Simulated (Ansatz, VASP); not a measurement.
PbO2 in VASP and in Ansatz

```
Pb O
1.0
     0.00000    2.70199    2.70199
     2.70199    0.00000    2.70199
     2.70199    2.70199    0.00000
Pb O
1 2
Cartesian
  0.0000 0.0000 0.0000
  4.0530 4.0530 4.0530
  1.3510 1.3510 1.3510
```

Alike in both runs: task single point; functional PBEsol; k mesh 5 × 5 × 5; occupations fermi-dirac, width 0.03 eV; no spin polarisation.

|  | VASP | Ansatz |
| --- | --- | --- |
| version | VASP 6.6.1 | Ansatz 0.2.0 |
| potentials or method | VASP PAW PBE potentials, release 64 (Pb_d, O), cutoff 520 eV | all-electron LAPW, scalar-relativistic |

|  | VASP | Ansatz | Ansatz less VASP |
| --- | --- | --- | --- |
| gap on the k mesh at the Fermi level (eV) | none | none | - |
| pressure (GPa) | -5.9 | -6.0 | -0.17 |

VASP's potentials were made for PBE, not for PBEsol. A gap of «none» marks a metal or a gap that the smearing closes. Ansatz ran all-electron here, and VASP with PAW potentials.

The k mesh is coarse, so the values compare programs but aren't converged. Spin-orbit coupling is off throughout. Noted on Ansatz's run: the k mesh is thin for a metal, which can move the energy by tens of meV per atom.
